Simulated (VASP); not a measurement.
# LaSn2Au2 in VASP: further runs, part 2 of 2

VASP 6.6.1. The steps go on from the part before.

## 4. Single point, PBE

File INCAR:

```
ALGO = Normal
EDIFF = 1E-7
ENCUT = 520
GGA = PE
ISIF = 2
ISMEAR = -1
LASPH = True
LCHARG = False
LREAL = False
LWAVE = False
NBANDS = 72
NELM = 80
PREC = Accurate
SIGMA = 0.05
```

File KPOINTS:

```
k-points
0
Gamma
  3 3 2
```

File POSCAR:

```
LaSn2Au2
1.0
    6.1145760000     -0.2601360000     -1.5264550000
    0.9436100000      4.9739830000     -0.2650250000
    0.4048170000      0.2758040000      7.4950770000
La Sn Au
2 4 4
Direct
    0.4081669564      0.1429948865      0.3861466281
    0.1592050136      0.3122983304      0.8213563589
    0.1051000889      0.8031798062      0.5600629966
    0.5194574047      0.8712776427      0.7447585542
    0.8503614178      0.9808495434      0.2724096214
    0.3151353680      0.8024480957      0.0474752647
    0.7403227053      0.5536952756      0.5550561236
    0.9015203347      0.8967479360      0.8643018403
    0.9955536589      0.4475952244      0.1628196461
    0.5609940904      0.3735251788      0.0795814032
```

Potentials or basis: VASP PAW PBE potentials, release 64 (La, Sn_d, Au).

Started as:

```console
$ cat potpaw_PBE.64/La/POTCAR potpaw_PBE.64/Sn_d/POTCAR potpaw_PBE.64/Au/POTCAR > POTCAR
$ mpirun -np 1 vasp_std > vasp.out
```

OUTCAR:

```text
EDIFF = 1E-7
   ENCUT = 520
   GGA = PE
   ISIF = 2
   ISMEAR = -1
   LASPH = True
   LREAL = False
   NELM = 80
   PREC = Accurate

 ion  position               nearest neighbor table
   1  0.408  0.143  0.386-   4 2.95  10 2.97   9 3.02   5 3.06   6 3.08   3 3.21   7 3.26   7 3.47
                             5 3.68
   2  0.159  0.312  0.821-   8 2.90  10 2.94   9 2.98   6 3.03   4 3.07   7 3.08   3 3.12   6 3.18
                             8 3.20   3 3.25
   3  0.105  0.803  0.560-   5 2.51   7 2.78   4 2.79   8 2.83   2 3.12   1 3.21   2 3.25   9 3.49
                             6 3.65
   4  0.519  0.871  0.745-   8 2.43   7 2.57   3 2.79   6 2.87   1 2.95   2 3.07  10 3.52  10 3.57
[... 11 lines left out ...]
  10  0.561  0.374  0.080-   6 2.45   5 2.70   9 2.78   2 2.94   1 2.97   6 3.47   4 3.52   4 3.57
                             8 3.57

  LATTYP: Found a triclinic cell.
 ALAT       =     6.3075966315
 B/A-ratio  =     1.1907969389
 C/A-ratio  =     0.8037339678
 COS(alpha) =     0.0061071225
 COS(beta)  =     0.1526217104
 COS(gamma) =     0.1907550516

  Lattice vectors:

 A1 = (   6.1145760000,  -0.2601360000,  -1.5264550000)
 A2 = (  -0.4048170000,  -0.2758040000,  -7.4950770000)
 A3 = (   0.9436100000,   4.9739830000,  -0.2650250000)

Analysis of symmetry for initial positions (statically):
=====================================================================
 Subroutine PRICEL returns:
 Original cell was already a primitive cell.

 Routine SETGRP: Setting up the symmetry group for a
 triclinic supercell.

 Subroutine GETGRP returns: Found  1 space group operations
 (whereof  1 operations were pure point group operations)
 out of a pool of  2 trial point group operations.

The static configuration has the point symmetry C_1 .

Analysis of symmetry for dynamics (positions and initial velocities):
=====================================================================
 Subroutine PRICEL returns:
 Original cell was already a primitive cell.

 Routine SETGRP: Setting up the symmetry group for a
 triclinic supercell.

 Subroutine GETGRP returns: Found  1 space group operations
 (whereof  1 operations were pure point group operations)
 out of a pool of  2 trial point group operations.

The dynamic configuration has the point symmetry C_1 .

 Subroutine INISYM returns: Found  1 space group operations
 (whereof  1 operations are pure point group operations),
 and found     1 'primitive' translations

----------------------------------------------------------------------------------------

                                     Primitive cell

  volume of cell :     232.9447

  direct lattice vectors                    reciprocal lattice vectors
     6.114576000 -0.260136000 -1.526455000     0.160353402 -0.030821543 -0.007526684
     0.943610000  4.973983000 -0.265025000     0.006562659  0.199391298 -0.007691661
     0.404817000  0.275804000  7.495077000     0.032889792  0.000773305  0.131616042

  length of vectors
[... 57 lines left out ...]
  0.000000  0.333333  0.000000      2.000000
  0.333333  0.333333  0.000000      2.000000
 -0.333333  0.333333 -0.000000      2.000000
  0.000000  0.000000  0.500000      1.000000
  0.333333  0.000000  0.500000      2.000000
  0.000000  0.333333  0.500000      2.000000
  0.333333  0.333333  0.500000      2.000000
 -0.333333  0.333333  0.500000      2.000000
   k-points           NKPTS =     10   k-points in BZ     NKDIM =     10   number of bands    NBANDS=     72
   number of dos      NEDOS =    301   number of ions     NIONS =     10
   total plane-waves  NPLWV = 107520
   dimension x,y,z NGX =    48 NGY =   40 NGZ =   56
   dimension x,y,z NGXF=    96 NGYF=   80 NGZF=  112
   ions per type =               2   4   4
   NGX,Y,Z   is equivalent  to a cutoff of  12.65, 13.12, 12.39 a.u.
   NGXF,Y,Z  is equivalent  to a cutoff of  25.30, 26.23, 24.79 a.u.
 SYSTEM =  unknown system
   PREC   = accura    normal or accurate (medium, high low for compatibility)
   ISTART =      0    job   : 0-new  1-cont  2-samecut
   ICHARG =      2    charge: 1-file 2-atom 10-const
   ISPIN  =      1    spin polarized calculation?
   LNONCOLLINEAR =      F non collinear calculations
   LSORBIT =      F    spin-orbit coupling
   LASPH  =      T    aspherical Exc in radial PAW
   ENCUT  =  520.0 eV  38.22 Ry    6.18 a.u.  11.73  9.43 13.97*2*pi/ulx,y,z
   NELM   =     80;   NELMIN=  2; NELMDL= -5     # of ELM steps
   EDIFF  = 0.1E-06   stopping-criterion for ELM
   LREAL  =      F    real-space projection
   EDIFFG = 0.1E-05   stopping-criterion for IOM
   NSW    =      0    number of steps for IOM
   IBRION =     -1    ionic relax: 0-MD 1-quasi-New 2-CG
   NFREE  =      0    steps in history (QN), initial steepest desc. (CG)
   ISIF   =      2    stress and relaxation
   ISYM   =      2    0-nonsym 1-usesym 2-fastsym
   POTIM  = 0.5000    time-step for ionic-motion
   TEBEG  =    0.0;   TEEND  =   0.0 temperature during run
   PSTRESS=    0.0 pullay stress
   NELECT =     122.0000    total number of electrons
   NUPDOWN=      -1.0000    fix difference up-down
   EMIN   =  10.00;   EMAX   =-10.00  energy-range for DOS
   EFERMI =   0.00;   METHOD = LEGACY
   ISMEAR =    -1;   SIGMA  =   0.05  broadening in eV -4-tet -1-fermi 0-gaus
   EFERMI_NEDOS =   21; number of points for ismear=-14 and -15
   IALGO  =     38    algorithm
   IMIX   =      4    mixing-type and parameters
     AMIX     =   0.40;   BMIX     =  1.00
     AMIX_MAG =   1.60;   BMIX_MAG =  1.00
  volume/ion in A,a.u.               =      23.29       157.20
  Fermi-wavevector in a.u.,A,eV,Ry     =   1.319605  2.493691 23.692590  1.741356
  Thomas-Fermi vector in A             =   2.449491
   LORBIT       =      0    0 simple, 1 ext, 2 COOP (PROOUT), +10 PAW based schemes
   GGA     = PE    functional components
   LHFCALC =     F    Hartree Fock is set to
   AEXX    =    0.0000 exact exchange contribution
   IVDW    =     0    specifies the selected vdW correction
   LEPSILON=     F    determine dielectric tensor
   LRPA    =     F    only Hartree local field effects (RPA)
 non-spin polarized calculation
  energy-cutoff  :      520.00
  volume of cell :      232.94
 maximum number of plane-waves:      6302
   NGX = 23   NGY = 19   NGZ = 27

 number of electron     122.0000006 magnetization

 Free energy of the ion-electron system (eV)
  ---------------------------------------------------
  ext. energy  EPLUGINS =         0.00000000
  ---------------------------------------------------
  free energy    TOTEN  =       -37.89818388 eV

  energy without entropy =      -37.85612635  energy(sigma->0) =      -37.87715512

 E-fermi :   9.2493     XC(G=0): -11.0130

 val. band max:        9.2384156693   @ k =   0.0000   0.3333   0.5000
 cond. band min:       9.4270048171   @ k =  -0.3333   0.3333   0.5000
 fundamental gap:      0.1885891478
 Fermi energy:         9.2492804722

 k-point     1 :       0.0000    0.0000    0.0000
  band No.  band energies     occupation
      1     -23.3862      2.00000
      2     -23.2375      2.00000
      3     -12.7581      2.00000
      4     -12.5654      2.00000
      5     -12.4355      2.00000
      6     -12.3922      2.00000
[... 739 lines left out ...]
     71      11.4587      0.00000
     72      11.4986      0.00000

------------------------ aborting loop because EDIFF is reached ----------------------------------------

  FORCE on cell =-STRESS in cart. coord.  units (eV):
  Direction    XX          YY          ZZ          XY          YZ          ZX
  --------------------------------------------------------------------------------------
  -------------------------------------------------------------------------------------
  Total       32.7694578     21.8609806     26.5499382     -4.0930002     -3.4443496      5.0511205
  in kB      225.3860028    150.3582712    182.6085885    -28.1513644    -23.6899917     34.7412476
  external PRESSURE =     186.1176208 kB  Pullay stress =       0.0000000 kB

 VOLUME and BASIS-vectors are now :
 -----------------------------------------------------------------------------
  energy-cutoff  :      520.00
  volume of cell :      232.94
      direct lattice vectors                 reciprocal lattice vectors
     6.114576000 -0.260136000 -1.526455000     0.160353402 -0.030821543 -0.007526684
     0.943610000  4.973983000 -0.265025000     0.006562659  0.199391298 -0.007691661
     0.404817000  0.275804000  7.495077000     0.032889792  0.000773305  0.131616042

 POSITION                                       TOTAL-FORCE (eV/Angst)
 -----------------------------------------------------------------------------------
      2.78702      0.71158      2.23325        -0.355625      1.787928     -0.153647
      1.60066      1.73849      5.83034        -0.990158      0.900284     -0.419355
      1.62725      4.12213      3.82442         0.846985     -1.487704      0.811296
      4.29990      4.40400      4.55818        -1.300154     -0.614207      1.523562
      6.23541      4.73265      0.48374        -0.652421      0.534486     -2.588318
      2.70334      3.92248     -0.33788         0.067404      1.133614      1.395029
      5.27393      2.71457      2.88338        -0.513243     -1.089875     -1.341027
      6.70848      4.46427      4.86422         1.652326     -0.232439      1.026938
      6.57566      2.01226     -0.41795         0.012156      0.429089      0.280078
      3.81492      1.73392     -0.35886         1.232729     -1.361176     -0.534555
 -----------------------------------------------------------------------------------
    total drift:                                0.001352      0.000092     -0.000069

  FREE ENERGIE OF THE ION-ELECTRON SYSTEM (eV)
  ---------------------------------------------------
  free  energy   TOTEN  =       -37.8981838826 eV

  energy  without entropy=      -37.8561263540  energy(sigma->0) =      -37.87715512
```

Wall time 2.7 min (1 thread of Intel Xeon 6975P-C (Granite Rapids), shared host); peak memory 0.4 GiB.

What came out:

```yaml
Free_energy: -37.8982 eV
Pressure: 18.6 GPa
Largest_force: 2.722 eV/Å
Band_gap_on_the_k_mesh: zero (bands 61 and 62 overlap by 0.50 eV)
```

Forces in eV/Å, atoms in the order of the input:
```
La  -0.356  1.788 -0.154
La  -0.990  0.900 -0.419
Sn   0.847 -1.488  0.811
Sn  -1.300 -0.614  1.524
Sn  -0.652  0.534 -2.588
Sn   0.067  1.134  1.395
Au  -0.513 -1.090 -1.341
Au   1.652 -0.232  1.027
Au   0.012  0.429  0.280
Au   1.233 -1.361 -0.535
```

Stress tensor (GPa, compression positive):
```
22.54 -2.82  3.47
-2.82 15.04 -2.37
 3.47 -2.37 18.26
```

Caveat: the k points lie up to 0.43 Å⁻¹ apart; spin-orbit coupling is left out, which moves the levels of the heavy elements.

## 5. Overview

```tsv
cell	gap on the mesh (eV)	pressure (GPa)	largest force (eV/Å)
as given, atomic positions A	none	18.5	2.38
as given, atomic positions B	none	18.5	2.60
as given, atomic positions C	none	18.6	2.72
```

Alike in all rows: task single point; level PBE; potentials or basis VASP PAW PBE potentials, release 64 (La, Sn_d, Au); no spin polarisation; k mesh 3 × 3 × 2; cutoff (eV) 520; smearing fermi-dirac 0.05 eV.

Caveats: all runs use coarse meshes; spin-orbit coupling is left out, which moves the levels of the heavy elements.

Total energies depend on the potentials used, so only differences within one code and one set of settings carry meaning.
